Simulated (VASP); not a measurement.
# W (Fd-3m) in VASP: notebook

W is run at these levels: BLYP; tasks: single point, relaxation of cell and atoms.

All numbers are computed with VASP 6.6.1; they aren't measurements. Logs are shortened: lines on timing, memory, paths and dates and some standing lists are left out, and cuts for length are marked.

## (1) The cell of the first run

Symmetry: Fd-3m, No. 227, cubic system. The conventional cell has a = 5.993 Å, b = 5.993 Å, c = 5.993 Å, α = 90.00°, β = 90.00°, γ = 90.00°. Within 3.4 Å of W (site symmetry -43m) lie 4 W at 2.59 Å.

## (2) Single point, BLYP (volume scaled by 1.04)

INCAR reads:

```
AGGAC = 1.0
AGGAX = 1.0
ALDAC = 0.0
ALDAX = 1.0
ALGO = Normal
EDIFF = 1E-6
ENCUT = 520
GGA = B5
ISIF = 2
ISMEAR = -1
LASPH = T
LCHARG = F
LREAL = F
LWAVE = F
NBANDS = 21
NELM = 100
PREC = Accurate
SIGMA = 0.1
```

KPOINTS reads:

```
k-points
0
Gamma
  10 10 10
```

POSCAR reads:

```
W
1.0
    0.0000000000      2.9963222984      2.9963222984
    2.9963222984      0.0000000000      2.9963222984
    2.9963222984      2.9963222984      0.0000000000
W
2
Direct
    0.1250000000      0.1250000000      0.1250000000
    0.8750000000      0.8750000000      0.8750000000
```

Potentials or basis: VASP PAW PBE potentials, release 64 (W_sv).

On the command line:

```console
> cat potpaw_PBE.64/W_sv/POTCAR > POTCAR
> mpirun -np 1 vasp_std > vasp.out
```

OUTCAR:

```text
EDIFF = 1E-6
   ENCUT = 520
   GGA = B5
   ISIF = 2
   ISMEAR = -1
   LASPH = T
   LREAL = F
   NELM = 100
   PREC = Accurate

 ion  position               nearest neighbor table
   1  0.125  0.125  0.125-   2 2.59   2 2.59   2 2.59   2 2.59
   2  0.875  0.875  0.875-   1 2.59   1 2.59   1 2.59   1 2.59

  LATTYP: Found a face centered cubic cell.
 ALAT       =     5.9926445968

  Lattice vectors:

 A1 = (   0.0000000000,   2.9963222984,   2.9963222984)
 A2 = (   2.9963222984,   0.0000000000,   2.9963222984)
 A3 = (   2.9963222984,   2.9963222984,   0.0000000000)

Analysis of symmetry for initial positions (statically):
=====================================================================
 Subroutine PRICEL returns:
 Original cell was already a primitive cell.

 Routine SETGRP: Setting up the symmetry group for a
 face centered cubic supercell.

 Subroutine GETGRP returns: Found 48 space group operations
 (whereof 12 operations were pure point group operations)
 out of a pool of 48 trial point group operations.

The static configuration has the point symmetry D_3d.
 The point group associated with its full space group is O_h .

Analysis of symmetry for dynamics (positions and initial velocities):
=====================================================================
 Subroutine PRICEL returns:
 Original cell was already a primitive cell.

 Routine SETGRP: Setting up the symmetry group for a
 face centered cubic supercell.

 Subroutine GETGRP returns: Found 48 space group operations
 (whereof 12 operations were pure point group operations)
 out of a pool of 48 trial point group operations.

The dynamic configuration has the point symmetry D_3d.
 The point group associated with its full space group is O_h .

 Subroutine INISYM returns: Found 48 space group operations
 (whereof 12 operations are pure point group operations),
 and found     1 'primitive' translations

----------------------------------------------------------------------------------------

                                     Primitive cell

  volume of cell :      53.8016

  direct lattice vectors                    reciprocal lattice vectors
     0.000000000  2.996322298  2.996322298    -0.166871234  0.166871234  0.166871234
     2.996322298  0.000000000  2.996322298     0.166871234 -0.166871234  0.166871234
     2.996322298  2.996322298  0.000000000     0.166871234  0.166871234 -0.166871234

  length of vectors
     4.237439632  4.237439632  4.237439632     0.289029456  0.289029456  0.289029456

  position of ions in fractional coordinates (direct lattice)
     0.125000000  0.125000000  0.125000000
     0.875000000  0.875000000  0.875000000

  ion indices of the primitive-cell ions
   primitive index   ion index
                 1           1
                 2           2

----------------------------------------------------------------------------------------

 KPOINTS: k-points

Automatic generation of k-mesh.
 Grid dimensions read from file:
 generate k-points for:   10   10   10

 Generating k-lattice:

  Cartesian coordinates                     Fractional coordinates (reciprocal lattice)
    -0.016687123  0.016687123  0.016687123     0.100000000  0.000000000  0.000000000
     0.016687123 -0.016687123  0.016687123     0.000000000  0.100000000  0.000000000
     0.016687123  0.016687123 -0.016687123     0.000000000  0.000000000  0.100000000

  Length of vectors
     0.028902946  0.028902946  0.028902946

  Shift w.r.t. Gamma in fractional coordinates (k-lattice)
     0.000000000  0.000000000  0.000000000

 Subroutine IBZKPT returns following result:
 ===========================================

 Found     47 irreducible k-points:

 Following reciprocal coordinates:
            Coordinates               Weight
  0.000000  0.000000  0.000000      1.000000
  0.100000  0.000000  0.000000      8.000000
  0.200000  0.000000  0.000000      8.000000
  0.300000  0.000000  0.000000      8.000000
  0.400000  0.000000  0.000000      8.000000
  0.500000  0.000000  0.000000      4.000000
[... 16 lines left out ...]
  0.300000  0.300000  0.000000      6.000000
  0.400000  0.300000  0.000000     24.000000
 [... further k-points ...]
   k-points           NKPTS =     47   k-points in BZ     NKDIM =     47   number of bands    NBANDS=     21
   number of dos      NEDOS =    301   number of ions     NIONS =      2
   total plane-waves  NPLWV =  32768
   dimension x,y,z NGX =    32 NGY =   32 NGZ =   32
   dimension x,y,z NGXF=    64 NGYF=   64 NGZF=   64
   ions per type =               2
   NGX,Y,Z   is equivalent  to a cutoff of  12.55, 12.55, 12.55 a.u.
   NGXF,Y,Z  is equivalent  to a cutoff of  25.11, 25.11, 25.11 a.u.
 SYSTEM =  unknown system
   PREC   = accura    normal or accurate (medium, high low for compatibility)
   ISTART =      0    job   : 0-new  1-cont  2-samecut
   ICHARG =      2    charge: 1-file 2-atom 10-const
   ISPIN  =      1    spin polarized calculation?
   LNONCOLLINEAR =      F non collinear calculations
   LSORBIT =      F    spin-orbit coupling
   LASPH  =      T    aspherical Exc in radial PAW
   ENCUT  =  520.0 eV  38.22 Ry    6.18 a.u.   7.88  7.88  7.88*2*pi/ulx,y,z
   NELM   =    100;   NELMIN=  2; NELMDL= -5     # of ELM steps
   EDIFF  = 0.1E-05   stopping-criterion for ELM
   LREAL  =      F    real-space projection
   EDIFFG = 0.1E-04   stopping-criterion for IOM
   NSW    =      0    number of steps for IOM
   IBRION =     -1    ionic relax: 0-MD 1-quasi-New 2-CG
   NFREE  =      0    steps in history (QN), initial steepest desc. (CG)
   ISIF   =      2    stress and relaxation
   ISYM   =      2    0-nonsym 1-usesym 2-fastsym
   POTIM  = 0.5000    time-step for ionic-motion
   TEBEG  =    0.0;   TEEND  =   0.0 temperature during run
   PSTRESS=    0.0 pullay stress
   NELECT =      28.0000    total number of electrons
   NUPDOWN=      -1.0000    fix difference up-down
   EMIN   =  10.00;   EMAX   =-10.00  energy-range for DOS
   EFERMI =   0.00;   METHOD = LEGACY
   ISMEAR =    -1;   SIGMA  =   0.10  broadening in eV -4-tet -1-fermi 0-gaus
   EFERMI_NEDOS =   21; number of points for ismear=-14 and -15
   IALGO  =     38    algorithm
   IMIX   =      4    mixing-type and parameters
     AMIX     =   0.40;   BMIX     =  1.00
     AMIX_MAG =   1.60;   BMIX_MAG =  1.00
  volume/ion in A,a.u.               =      26.90       181.54
  Fermi-wavevector in a.u.,A,eV,Ry     =   1.316828  2.488444 23.592984  1.734035
  Thomas-Fermi vector in A             =   2.446912
   LORBIT       =      0    0 simple, 1 ext, 2 COOP (PROOUT), +10 PAW based schemes
   GGA     = B5    functional components
   LHFCALC =     F    Hartree Fock is set to
   AEXX    =    0.0000 exact exchange contribution
   IVDW    =     0    specifies the selected vdW correction
   LEPSILON=     F    determine dielectric tensor
   LRPA    =     F    only Hartree local field effects (RPA)
 non-spin polarized calculation
  energy-cutoff  :      520.00
  volume of cell :       53.80
 maximum number of plane-waves:      1460
   NGX = 15   NGY = 15   NGZ = 15

 number of electron      27.9999997 magnetization

 Free energy of the ion-electron system (eV)
  ---------------------------------------------------
  ext. energy  EPLUGINS =         0.00000000
  ---------------------------------------------------
  free energy    TOTEN  =       -18.60236221 eV

  energy without entropy =      -18.49903978  energy(sigma->0) =      -18.55070099

 E-fermi :   5.0172     XC(G=0):  -9.7190

 val. band max:        5.0159587367   @ k =  -0.4000   0.4000   0.1000
 cond. band min:       5.0217968151   @ k =   0.3000   0.0000   0.0000
 fundamental gap:      0.0058380784
 Fermi energy:         5.0171942885

 k-point     1 :       0.0000    0.0000    0.0000
  band No.  band energies     occupation
      1     -67.7782      2.00000
      2     -67.5444      2.00000
      3     -32.5269      2.00000
      4     -32.5269      2.00000
      5     -32.5269      2.00000
      6     -31.7937      2.00000
[... 13 lines left out ...]
     20      15.5392      0.00000
     21      15.6462      0.00000

 k-point     2 :       0.1000    0.0000    0.0000
  band No.  band energies     occupation
      1     -67.7740      2.00000
      2     -67.5487      2.00000
      3     -32.5351      2.00000
      4     -32.5351      2.00000
      5     -32.5251      2.00000
      6     -31.7964      2.00000
[... 13 lines left out ...]
     20      15.1599      0.00000
     21      15.7298      0.00000

 k-point     3 :       0.2000    0.0000    0.0000
  band No.  band energies     occupation
      1     -67.7621      2.00000
      2     -67.5608      2.00000
      3     -32.5556      2.00000
      4     -32.5556      2.00000
      5     -32.5205      2.00000
      6     -31.8033      2.00000
[... 13 lines left out ...]
     20      13.6524      0.00000
     21      15.0162      0.00000

 k-point     4 :       0.3000    0.0000    0.0000
  band No.  band energies     occupation
      1     -67.7450      2.00000
      2     -67.5782      2.00000
      3     -32.5796      2.00000
      4     -32.5795      2.00000
      5     -32.5152      2.00000
      6     -31.8115      2.00000
[... 13 lines left out ...]
     20      11.5738      0.00000
     21      14.8035      0.00000

 k-point     5 :       0.4000    0.0000    0.0000
  band No.  band energies     occupation
      1     -67.7280      2.00000
      2     -67.5954      2.00000
      3     -32.5979      2.00000
      4     -32.5979      2.00000
      5     -32.5111      2.00000
      6     -31.8178      2.00000
[... 13 lines left out ...]
     20       9.9910      0.00000
     21      14.7540      0.00000
[... 382 lines left out ...]
     20      10.4972      0.00000
     21      12.1260      0.00000

 k-point    22 :      -0.2000    0.2000    0.0000
  band No.  band energies     occupation
      1     -67.7382      2.00000
      2     -67.5851      2.00000
      3     -32.6348      2.00000
      4     -32.5807      2.00000
      5     -32.4561      2.00000
      6     -31.8703      2.00000
[... 13 lines left out ...]
     20      11.9534      0.00000
     21      12.7352      0.00000

 k-point    23 :       0.3000    0.3000    0.0000
  band No.  band energies     occupation
      1     -67.7304      2.00000
      2     -67.5929      2.00000
      3     -32.6351      2.00000
      4     -32.6351      2.00000
      5     -32.3810      2.00000
      6     -31.9519      2.00000
[... 13 lines left out ...]
     20      12.3322      0.00000
     21      12.5434      0.00000

 k-point    24 :       0.4000    0.3000    0.0000
  band No.  band energies     occupation
      1     -67.7136      2.00000
      2     -67.6099      2.00000
      3     -32.6584      2.00000
      4     -32.6523      2.00000
      5     -32.3365      2.00000
      6     -31.9979      2.00000
[... 13 lines left out ...]
     20      11.0181      0.00000
     21      11.7538      0.00000

 [... further k-points ...]
[... 5 lines left out ...]
  --------------------------------------------------------------------------------------
  -------------------------------------------------------------------------------------
  Total       -1.1111129     -1.1111129     -1.1111129     -0.0000000     -0.0000000     -0.0000000
  in kB      -33.0882055    -33.0882055    -33.0882055     -0.0000000     -0.0000000     -0.0000000
  external PRESSURE =     -33.0882055 kB  Pullay stress =       0.0000000 kB

 VOLUME and BASIS-vectors are now :
 -----------------------------------------------------------------------------
  energy-cutoff  :      520.00
  volume of cell :       53.80
      direct lattice vectors                 reciprocal lattice vectors
     0.000000000  2.996322298  2.996322298    -0.166871234  0.166871234  0.166871234
     2.996322298  0.000000000  2.996322298     0.166871234 -0.166871234  0.166871234
     2.996322298  2.996322298  0.000000000     0.166871234  0.166871234 -0.166871234

 POSITION                                       TOTAL-FORCE (eV/Angst)
 -----------------------------------------------------------------------------------
      0.74908      0.74908      0.74908        -0.000000     -0.000000     -0.000000
      5.24356      5.24356      5.24356         0.000000      0.000000      0.000000
 -----------------------------------------------------------------------------------
    total drift:                                0.000000      0.000000     -0.000000

  FREE ENERGIE OF THE ION-ELECTRON SYSTEM (eV)
  ---------------------------------------------------
  free  energy   TOTEN  =       -18.6023622098 eV

  energy  without entropy=      -18.4990397779  energy(sigma->0) =      -18.55070099
```

It took 27 s on 1 thread of Intel Xeon 6975P-C (Granite Rapids), shared host; peak memory 0.19 GiB.

What came out:

```yaml
Free_energy: -18.6024 eV
Pressure: -3.3 GPa
Band_gap_on_the_k_mesh: zero (band 14 reaches 5.43 eV, above the bottom of band 15 at 4.64 eV)
```

Levels at points of the mesh, in eV from the Fermi level:
| k point | band 12 | band 13 | band 14 | band 15 | band 16 | band 17 |
| --- | --- | --- | --- | --- | --- | --- |
| (0.00, 0.00, 0.00) | -1.01 | -1.01 | -1.01 | 1.39 | 1.39 | 1.39 |
| (0.50, 0.00, 0.00) | -1.42 | -1.14 | -1.14 | -0.37 | 2.42 | 2.42 |
| (0.50, 0.50, 0.00) | -1.35 | -1.06 | -1.06 | 1.03 | 1.03 | 4.18 |

Caveat: the cell differs from its parent crystal (volume scaled by 1.04); the PAW data sets were made with another functional, which shifts forces and pressure a little; spin-orbit coupling is left out, which moves the levels of the heavy elements.

## (3) Single point, BLYP (volume scaled by 1.08)

INCAR, as its differences from that of step 2:

```diff
@@ -15,3 +15,3 @@
 NBANDS = 21
-NELM = 100
+NELM = 60
 PREC = Accurate
```

KPOINTS is that of step 2.

POSCAR reads:

```
W
1.0
    0.0000000000      3.0342544556      3.0342544556
    3.0342544556      0.0000000000      3.0342544556
    3.0342544556      3.0342544556      0.0000000000
W
2
Direct
    0.1250000000      0.1250000000      0.1250000000
    0.8750000000      0.8750000000      0.8750000000
```

Potentials or basis: VASP PAW PBE potentials, release 64 (W_sv).

On the command line:

```console
> cat potpaw_PBE.64/W_sv/POTCAR > POTCAR
> mpirun -np 1 vasp_std > vasp.out
```

Run time: 24 s. Hardware: 1 thread of Intel Xeon 6975P-C (Granite Rapids), shared host; peak memory 0.19 GiB.

It converged, with:

| Quantity | Value |
| --- | --- |
| Free energy | -18.5378 eV |
| Pressure | -6.7 GPa |
| Band gap on the k mesh | zero (band 14 reaches 5.09 eV, above the bottom of band 15 at 4.28 eV) |

Levels at points of the mesh, in eV from the Fermi level:
```tsv
k point	band 10	band 11	band 12	band 13	band 14	band 15	band 16	band 17	band 18	band 19
(0.00, 0.00, 0.00)	-1.52	-1.52	-0.98	-0.98	-0.98	1.35	1.35	1.35	4.48	4.48
(0.50, 0.00, 0.00)	-1.43	-1.32	-1.32	-1.08	-1.08	-0.40	2.32	2.32	3.68	3.68
(0.50, 0.50, 0.00)	-2.25	-1.38	-1.38	-1.00	-1.00	1.02	1.02	4.00	4.00	4.29
```

Caveat: the cell differs from its parent crystal (volume scaled by 1.08); the PAW data sets were made with another functional, which shifts forces and pressure a little; spin-orbit coupling is left out, which moves the levels of the heavy elements.

## (4) Single point, BLYP (volume scaled by 1.12)

INCAR reads:

```
PREC = Accurate
ENCUT = 520
EDIFF = 1E-6
ISMEAR = -1
SIGMA = 0.1
LREAL = False
LASPH = True
NELM = 100
ALGO = Normal
ISIF = 2
LWAVE = False
LCHARG = False
GGA = B5
ALDAX = 1.0
AGGAX = 1.0
AGGAC = 1.0
ALDAC = 0.0
NBANDS = 21
```

KPOINTS reads:

```
Automatic mesh
0
Gamma
  10 10 10
```

POSCAR reads:

```
W
1.0
    0.0000000000      3.0712612059      3.0712612059
    3.0712612059      0.0000000000      3.0712612059
    3.0712612059      3.0712612059      0.0000000000
W
2
Direct
    0.1250000000      0.1250000000      0.1250000000
    0.8750000000      0.8750000000      0.8750000000
```

On the command line:

```console
> cat potpaw_PBE.64/W_sv/POTCAR > POTCAR
> mpirun -np 1 vasp_std > vasp.out
```

Wall time 25 s (1 thread of Intel Xeon 6975P-C (Granite Rapids), shared host); peak memory 0.19 GiB.

The run converged. Its results:

| Quantity | Value |
| --- | --- |
| Free energy | -18.4338 eV |
| Pressure | -9.4 GPa |
| Band gap on the k mesh | zero (band 14 reaches 4.77 eV, above the bottom of band 15 at 3.96 eV) |

Levels at points of the mesh, in eV from the Fermi level:
```csv
k point,band 10,band 11,band 12,band 13,band 14,band 15,band 16,band 17,band 18,band 19
"(0.00, 0.00, 0.00)",-1.42,-1.42,-0.95,-0.95,-0.95,1.30,1.30,1.30,4.27,4.27
"(0.50, 0.00, 0.00)",-1.34,-1.23,-1.23,-1.03,-1.03,-0.42,2.22,2.22,3.52,3.52
"(0.50, 0.50, 0.00)",-2.14,-1.40,-1.40,-0.96,-0.96,1.00,1.00,3.84,3.84,4.17
```

Caveat: the cell differs from its parent crystal (volume scaled by 1.12); the PAW data sets were made with another functional, which shifts forces and pressure a little; spin-orbit coupling is left out, which moves the levels of the heavy elements.

## (5) Relaxation of cell and atoms, BLYP

This run uses another cell than the first one, of 21.39 Å³/atom, 0.795 times its volume.

INCAR reads:

```
SYSTEM = W
PREC = Accurate
ENCUT = 600
EDIFF = 1E-6
ISMEAR = -1
SIGMA = 0.1
LREAL = .FALSE.
LASPH = .TRUE.
NELM = 80
ALGO = Normal
ISIF = 3
LWAVE = .FALSE.
LCHARG = .FALSE.
GGA = B5
ALDAX = 1.0
AGGAX = 1.0
AGGAC = 1.0
ALDAC = 0.0
IBRION = 2
NSW = 80
EDIFFG = -0.01
```

KPOINTS reads:

```
regular mesh
0
G
  10 10 10
  0 0 0
```

POSCAR reads:

```
W
1.0
    0.0000000000      2.7760741367      2.7760741367
    2.7760741367      0.0000000000      2.7760741367
    2.7760741367      2.7760741367      0.0000000000
W
2
Direct
    0.1250000000      0.1250000000      0.1250000000
    0.8750000000      0.8750000000      0.8750000000
```

On the command line:

```console
> cat potpaw_PBE.64/W_sv/POTCAR > POTCAR
> mpirun -np 1 vasp_std > vasp.out
```

Wall time 94 s (1 thread of Intel Xeon 6975P-C (Granite Rapids), shared host); peak memory 0.2 GiB.

It converged, with:

| Property | Result |
| --- | --- |
| Free energy | -18.6176 eV |
| Relaxed volume | 26.05 Å³/atom |
| Relaxed cell | a = 4.192 Å, b = 4.192 Å, c = 4.192 Å, α = 60.00°, β = 60.00°, γ = 60.00° |
| Space group after relaxing (to 0.05 Å) | Fd-3m (No. 227) |
| Energy gained by relaxing | 393.4 meV/atom |
| Ionic steps | 5 |
| Pressure after relaxing | 0.0 GPa |
| Band gap on the k mesh | zero (band 14 reaches 5.73 eV, above the bottom of band 15 at 4.96 eV) |

Step by step:
| step | energy change (eV) | largest force (eV/Å) | pressure (GPa) | volume (Å³) |
| --- | --- | --- | --- | --- |
| 1 | 0.0000 | 0.0000 | 31.82 | 42.79 |
| 2 | 1.0404 | 0.0000 | -18.78 | 74.86 |
| 3 | -0.7794 | 0.0000 | -2.16 | 53.18 |
| 4 | -0.7865 | 0.0000 | -0.44 | 52.31 |
| 5 | -0.7867 | 0.0000 | 0.00 | 52.10 |

Final structure:
```
W
1.0
     0.00000    2.96445    2.96445
     2.96445    0.00000    2.96445
     2.96445    2.96445    0.00000
W
2
Direct
  0.12500 0.12500 0.12500
  0.87500 0.87500 0.87500
```

Levels at points of the mesh, in eV from the Fermi level:
```
           k point  band 11  band 12  band 13  band 14  band 15  band 16  band 17  band 18
(0.00, 0.00, 0.00)    -1.73    -1.05    -1.05    -1.05     1.43     1.43     1.43     4.88
(0.50, 0.00, 0.00)    -1.51    -1.51    -1.19    -1.19    -0.35     2.51     2.51     3.98
(0.50, 0.50, 0.00)    -1.31    -1.31    -1.11    -1.11     1.03     1.03     4.32     4.32
```

Caveat: the volume moved by over 15 % at a fixed basis, so the end points are rough; the PAW data sets were made with another functional, which shifts forces and pressure a little; spin-orbit coupling is left out, which moves the levels of the heavy elements.

(Part 1 of 2 ends here.)
